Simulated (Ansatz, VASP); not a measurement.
**Al3H2 in VASP and in Ansatz**

```
CELL_PARAMETERS angstrom
1.48143 0.85530 7.41677
-1.48143 0.85530 7.41677
0.00000 -1.71061 7.41677
ATOMIC_POSITIONS crystal
Al 0.00000 0.00000 0.00000
Al 0.21500 0.21500 0.21500
Al 0.78500 0.78500 0.78500
H 0.41205 0.41205 0.41205
H 0.58795 0.58795 0.58795
```

Alike in both runs: task relaxation of cell and atoms; functional PBE; k mesh 12 × 12 × 12; occupations gaussian, width 0.1 eV; no spin polarisation.

|  | VASP | Ansatz |
| --- | --- | --- |
| version | VASP 6.6.1 | Ansatz 0.2.0 |
| potentials or method | VASP PAW PBE potentials, release 64 (Al, H), cutoff 600 eV | scalar-relativistic, plane waves, PAW |
| valence electrons in the cell | 11 | 11 |

|  | VASP | Ansatz | Ansatz less VASP |
| --- | --- | --- | --- |
| gap on the k mesh at the Fermi level, each at its own relaxed structure (eV) | none | none | - |
| relaxed volume (Å³/atom) | 11.26 | 11.27 | +0.011 |
| relaxed length of the cell vector where the two differ most in proportion (Å) | 7.319 | 7.311 | -0.0078 |

A gap of «none» marks a metal or a gap that the smearing closes.
